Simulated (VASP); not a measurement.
# RbCl (Fm-3m) in VASP: notebook

RbCl is run at these levels: PBEsol; tasks: electric field gradients.

Everything below comes from runs of VASP 6.6.1. Logs are shortened: lines on timing, memory, paths and dates and some standing lists are left out, and cuts for length are marked.

## (1) The cell of the first run

It takes space group Fm-3m (No. 225, cubic). Conventional cell: a = 6.504 Å, b = 6.504 Å, c = 6.504 Å, α = 90.00°, β = 90.00°, γ = 90.00°. Within 4.3 Å of Rb (site symmetry m-3m) lie 6 Cl at 3.25 Å. Within 4.3 Å of Cl (site symmetry m-3m) lie 6 Rb at 3.25 Å.

## (2) Electric field gradients, PBEsol (volume scaled by 0.98)

Contents of INCAR:

```
SYSTEM = RbCl
PREC = Accurate
ENCUT = 400
EDIFF = 1E-8
ISMEAR = -1
SIGMA = 0.02
LREAL = .FALSE.
LASPH = .TRUE.
NELM = 120
ALGO = Normal
ISIF = 2
LWAVE = .FALSE.
LCHARG = .FALSE.
GGA = PS
LEFG = .TRUE.
NBANDS = 15
GGA_COMPAT = .FALSE.
```

Contents of KPOINTS:

```
Automatic mesh
0
G
  7 7 7
  0 0 0
```

Contents of POSCAR:

```
RbCl
1.0
    0.0000000000      3.2520261836      3.2520261836
    3.2520261836      0.0000000000      3.2520261836
    3.2520261836      3.2520261836      0.0000000000
Rb Cl
1 1
Direct
    0.0000000000      0.0000000000      0.0000000000
    0.5000000000      0.5000000000      0.5000000000
```

Potentials or basis: VASP PAW PBE potentials, release 64 (Rb_sv, Cl).

Run with:

```
cat potpaw_PBE.64/Rb_sv/POTCAR potpaw_PBE.64/Cl/POTCAR > POTCAR
mpirun -np 1 vasp_std > vasp.out
```

OUTCAR:

```text
SYSTEM = RbCl
   PREC = Accurate
   ENCUT = 400
   EDIFF = 1E-8
   ISMEAR = -1
   LREAL = .FALSE.
   LASPH = .TRUE.
   NELM = 120
   ISIF = 2
   GGA = PS

 ion  position               nearest neighbor table
   1  0.000  0.000  0.000-   2 3.25   2 3.25   2 3.25   2 3.25   2 3.25   2 3.25
   2  0.500  0.500  0.500-   1 3.25   1 3.25   1 3.25   1 3.25   1 3.25   1 3.25

  LATTYP: Found a face centered cubic cell.
 ALAT       =     6.5040523672

  Lattice vectors:

 A1 = (   0.0000000000,   3.2520261836,   3.2520261836)
 A2 = (   3.2520261836,   0.0000000000,   3.2520261836)
 A3 = (   3.2520261836,   3.2520261836,   0.0000000000)

Analysis of symmetry for initial positions (statically):
=====================================================================
 Subroutine PRICEL returns:
 Original cell was already a primitive cell.

 Routine SETGRP: Setting up the symmetry group for a
 face centered cubic supercell.

 Subroutine GETGRP returns: Found 48 space group operations
 (whereof 48 operations were pure point group operations)
 out of a pool of 48 trial point group operations.

The static configuration has the point symmetry O_h .

Analysis of symmetry for dynamics (positions and initial velocities):
=====================================================================
 Subroutine PRICEL returns:
 Original cell was already a primitive cell.

 Routine SETGRP: Setting up the symmetry group for a
 face centered cubic supercell.

 Subroutine GETGRP returns: Found 48 space group operations
 (whereof 48 operations were pure point group operations)
 out of a pool of 48 trial point group operations.

The dynamic configuration has the point symmetry O_h .

 Subroutine INISYM returns: Found 48 space group operations
 (whereof 48 operations are pure point group operations),
 and found     1 'primitive' translations

----------------------------------------------------------------------------------------

                                     Primitive cell

  volume of cell :      68.7847

  direct lattice vectors                    reciprocal lattice vectors
     0.000000000  3.252026184  3.252026184    -0.153750300  0.153750300  0.153750300
     3.252026184  0.000000000  3.252026184     0.153750300 -0.153750300  0.153750300
     3.252026184  3.252026184  0.000000000     0.153750300  0.153750300 -0.153750300

  length of vectors
     4.599059534  4.599059534  4.599059534     0.266303331  0.266303331  0.266303331

  position of ions in fractional coordinates (direct lattice)
     0.000000000  0.000000000  0.000000000
     0.500000000  0.500000000  0.500000000

  ion indices of the primitive-cell ions
   primitive index   ion index
                 1           1
                 2           2

----------------------------------------------------------------------------------------

 KPOINTS: Automatic mesh

Automatic generation of k-mesh.
 Grid dimensions read from file:
 generate k-points for:    7    7    7

 Generating k-lattice:

  Cartesian coordinates                     Fractional coordinates (reciprocal lattice)
    -0.021964329  0.021964329  0.021964329     0.142857143  0.000000000  0.000000000
     0.021964329 -0.021964329  0.021964329     0.000000000  0.142857143  0.000000000
     0.021964329  0.021964329 -0.021964329     0.000000000  0.000000000  0.142857143

  Length of vectors
     0.038043333  0.038043333  0.038043333

  Shift w.r.t. Gamma in fractional coordinates (k-lattice)
     0.000000000  0.000000000  0.000000000

 Subroutine IBZKPT returns following result:
 ===========================================

 Found     20 irreducible k-points:

 Following reciprocal coordinates:
            Coordinates               Weight
  0.000000  0.000000  0.000000      1.000000
  0.142857  0.000000  0.000000      8.000000
  0.285714  0.000000  0.000000      8.000000
  0.428571  0.000000  0.000000      8.000000
  0.142857  0.142857  0.000000      6.000000
  0.285714  0.142857  0.000000     24.000000
[... 12 lines left out ...]
 -0.428571  0.428571  0.142857     24.000000
 -0.285714  0.428571  0.142857     24.000000
   k-points           NKPTS =     20   k-points in BZ     NKDIM =     20   number of bands    NBANDS=     15
   number of dos      NEDOS =    301   number of ions     NIONS =      2
   total plane-waves  NPLWV =  27000
   dimension x,y,z NGX =    30 NGY =   30 NGZ =   30
   dimension x,y,z NGXF=    60 NGYF=   60 NGZF=   60
   ions per type =               1   1
   NGX,Y,Z   is equivalent  to a cutoff of  10.84, 10.84, 10.84 a.u.
   NGXF,Y,Z  is equivalent  to a cutoff of  21.69, 21.69, 21.69 a.u.
 SYSTEM =  RbCl
   PREC   = accura    normal or accurate (medium, high low for compatibility)
   ISTART =      0    job   : 0-new  1-cont  2-samecut
   ICHARG =      2    charge: 1-file 2-atom 10-const
   ISPIN  =      1    spin polarized calculation?
   LNONCOLLINEAR =      F non collinear calculations
   LSORBIT =      F    spin-orbit coupling
   LASPH  =      T    aspherical Exc in radial PAW
   ENCUT  =  400.0 eV  29.40 Ry    5.42 a.u.   7.50  7.50  7.50*2*pi/ulx,y,z
   NELM   =    120;   NELMIN=  2; NELMDL= -5     # of ELM steps
   EDIFF  = 0.1E-07   stopping-criterion for ELM
   LREAL  =      F    real-space projection
   EDIFFG = 0.1E-06   stopping-criterion for IOM
   NSW    =      0    number of steps for IOM
   IBRION =     -1    ionic relax: 0-MD 1-quasi-New 2-CG
   NFREE  =      0    steps in history (QN), initial steepest desc. (CG)
   ISIF   =      2    stress and relaxation
   ISYM   =      2    0-nonsym 1-usesym 2-fastsym
   POTIM  = 0.5000    time-step for ionic-motion
   TEBEG  =    0.0;   TEEND  =   0.0 temperature during run
   PSTRESS=    0.0 pullay stress
   NELECT =      16.0000    total number of electrons
   NUPDOWN=      -1.0000    fix difference up-down
   EMIN   =  10.00;   EMAX   =-10.00  energy-range for DOS
   EFERMI =   0.00;   METHOD = LEGACY
   ISMEAR =    -1;   SIGMA  =   0.02  broadening in eV -4-tet -1-fermi 0-gaus
   EFERMI_NEDOS =   21; number of points for ismear=-14 and -15
   IALGO  =     38    algorithm
   IMIX   =      4    mixing-type and parameters
     AMIX     =   0.40;   BMIX     =  1.00
     AMIX_MAG =   1.60;   BMIX_MAG =  1.00
  volume/ion in A,a.u.               =      34.39       232.09
  Fermi-wavevector in a.u.,A,eV,Ry     =   1.006818  1.902609 13.791976  1.013682
  Thomas-Fermi vector in A             =   2.139584
   LORBIT       =      0    0 simple, 1 ext, 2 COOP (PROOUT), +10 PAW based schemes
   GGA     = PS    functional components
   LHFCALC =     F    Hartree Fock is set to
   AEXX    =    0.0000 exact exchange contribution
   IVDW    =     0    specifies the selected vdW correction
   LEPSILON=     F    determine dielectric tensor
   LRPA    =     F    only Hartree local field effects (RPA)
 non-spin polarized calculation
  energy-cutoff  :      400.00
  volume of cell :       68.78
 maximum number of plane-waves:      1267
 NGX is ok and might be reduce to    30
   NGX = 15   NGY = 15   NGZ = 15

 number of electron      15.9999999 magnetization

 Free energy of the ion-electron system (eV)
  ---------------------------------------------------
  ext. energy  EPLUGINS =         0.00000000
  ---------------------------------------------------
  free energy    TOTEN  =        -6.89384730 eV

  energy without entropy =       -6.89384730  energy(sigma->0) =       -6.89384730

 E-fermi :  -1.3288     XC(G=0):  -7.6776

 val. band max:       -1.8160414032   @ k =   0.0000   0.0000   0.0000
 cond. band min:       3.1310018969   @ k =   0.0000   0.0000   0.0000
 fundamental gap:      4.9470433001
 Fermi energy:        -1.3288087622

 k-point     1 :       0.0000    0.0000    0.0000
  band No.  band energies     occupation
      1     -25.6109      2.00000
      2     -13.8196      2.00000
      3      -9.6709      2.00000
      4      -9.6709      2.00000
      5      -9.6709      2.00000
      6      -1.8160      2.00000
      7      -1.8160      2.00000
      8      -1.8160      2.00000
      9       3.1310      0.00000
     10       6.1038      0.00000
     11       6.1038      0.00000
     12       6.1038      0.00000
     13       7.1102      0.00000
     14       7.1102      0.00000
     15      10.1945      0.00000

 k-point     2 :       0.1429    0.0000    0.0000
  band No.  band energies     occupation
      1     -25.6072      2.00000
      2     -13.8342      2.00000
      3      -9.6734      2.00000
      4      -9.6734      2.00000
      5      -9.6639      2.00000
      6      -2.0341      2.00000
      7      -1.8928      2.00000
      8      -1.8928      2.00000
      9       3.6218      0.00000
     10       5.9543      0.00000
     11       6.3696      0.00000
     12       6.3696      0.00000
     13       7.4336      0.00000
     14       7.4336      0.00000
     15      11.0384      0.00000

 k-point     3 :       0.2857    0.0000    0.0000
  band No.  band energies     occupation
      1     -25.5988      2.00000
      2     -13.8666      2.00000
      3      -9.6790      2.00000
      4      -9.6790      2.00000
      5      -9.6485      2.00000
      6      -2.4452      2.00000
      7      -2.0566      2.00000
      8      -2.0566      2.00000
      9       4.7542      0.00000
     10       5.8901      0.00000
     11       7.1262      0.00000
     12       7.1262      0.00000
     13       8.2913      0.00000
     14       8.2913      0.00000
     15      11.6817      0.00000
[... 271 lines left out ...]
 k-point    19 :      -0.4286    0.4286    0.1429
  band No.  band energies     occupation
      1     -25.5866      2.00000
      2     -13.8008      2.00000
      3      -9.9029      2.00000
      4      -9.8184      2.00000
      5      -9.7038      2.00000
      6      -2.2350      2.00000
      7      -2.1035      2.00000
      8      -1.9777      2.00000
      9       4.8389      0.00000
     10       6.3777      0.00000
     11       7.4692      0.00000
     12       8.4541      0.00000
     13       8.8326      0.00000
     14       9.7226      0.00000
     15      10.3065      0.00000

 k-point    20 :      -0.2857    0.4286    0.1429
  band No.  band energies     occupation
      1     -25.5859      2.00000
      2     -13.8124      2.00000
      3      -9.8955      2.00000
      4      -9.8312      2.00000
      5      -9.6638      2.00000
      6      -2.3263      2.00000
      7      -2.0786      2.00000
      8      -2.0721      2.00000
      9       5.4820      0.00000
     10       6.1929      0.00000
     11       7.5883      0.00000
     12       7.7428      0.00000
     13       9.5402      0.00000
     14       9.6736      0.00000
     15      10.7603      0.00000

------------------------ aborting loop because EDIFF is reached ----------------------------------------

  FORCE on cell =-STRESS in cart. coord.  units (eV):
  Direction    XX          YY          ZZ          XY          YZ          ZX
  --------------------------------------------------------------------------------------
  -------------------------------------------------------------------------------------
  Total        0.1461993      0.1461993      0.1461993     -0.0000000     -0.0000000      0.0000000
  in kB        3.4053665      3.4053665      3.4053665     -0.0000000     -0.0000000      0.0000000
  external PRESSURE =       3.4053665 kB  Pullay stress =       0.0000000 kB

 VOLUME and BASIS-vectors are now :
 -----------------------------------------------------------------------------
  energy-cutoff  :      400.00
  volume of cell :       68.78
      direct lattice vectors                 reciprocal lattice vectors
     0.000000000  3.252026184  3.252026184    -0.153750300  0.153750300  0.153750300
     3.252026184  0.000000000  3.252026184     0.153750300 -0.153750300  0.153750300
     3.252026184  3.252026184  0.000000000     0.153750300  0.153750300 -0.153750300

 POSITION                                       TOTAL-FORCE (eV/Angst)
 -----------------------------------------------------------------------------------
      0.00000      0.00000      0.00000        -0.000000      0.000000     -0.000000
      3.25203      3.25203      3.25203         0.000000     -0.000000      0.000000
 -----------------------------------------------------------------------------------
    total drift:                                0.000000      0.000000      0.000000

  FREE ENERGIE OF THE ION-ELECTRON SYSTEM (eV)
  ---------------------------------------------------
  free  energy   TOTEN  =        -6.8938472954 eV

  energy  without entropy=       -6.8938472954  energy(sigma->0) =       -6.89384730

 Electric field gradients (V/A^2)
---------------------------------------------------------------------
 ion       V_xx      V_yy      V_zz      V_xy      V_xz      V_yz
---------------------------------------------------------------------
   1      -0.000     0.000     0.000    -0.000    -0.000    -0.000
   2      -0.000    -0.000     0.000    -0.001    -0.001    -0.001
---------------------------------------------------------------------

 Electric field gradients after diagonalization (V/A^2)
 (convention: |V_zz| > |V_xx| > |V_yy|)
----------------------------------------------------------------------
 ion       V_xx      V_yy      V_zz     asymmetry (V_yy - V_xx)/ V_zz
----------------------------------------------------------------------
   1       0.000     0.000    -0.000       0.000
   2       0.001     0.001    -0.001       0.000
----------------------------------------------------------------------

           NMR quadrupolar parameters

 Cq : quadrupolar parameter    Cq=e*Q*V_zz/h
 eta: asymmetry parameters     (V_yy - V_xx)/ V_zz
 Q  : nuclear electric quadrupole moment in mb (millibarn)
----------------------------------------------------------------------
 ion       Cq(MHz)       eta       Q (mb)
----------------------------------------------------------------------
   1      -0.000       0.000       1.000
   2      -0.000       0.000       1.000
----------------------------------------------------------------------
```

Run time: 29 s. Hardware: 1 thread of Intel Xeon 8259CL, shared host; peak memory 0.17 GiB.

What came out:

```yaml
Free_energy: -6.8938 eV
Pressure: 0.3 GPa
Band_gap_on_the_k_mesh: 4.95 eV, direct
```

Levels at points of the mesh, in eV from the valence-band top:
```csv
k point,band 4,band 5,band 6,band 7,band 8,band 9,band 10,band 11,band 12,band 13
"(0.00, 0.00, 0.00)",-7.85,-7.85,0.00,0.00,0.00,4.95,7.92,7.92,7.92,8.93
```

Caveat: without QUAD_EFG the Cq values of the log hold for a quadrupole moment of 1 mb, not for the nuclei; the PAW data sets were made with another functional, which shifts forces and pressure a little. A k mesh can miss the band edges.

(Part 1 of 2 ends here.)
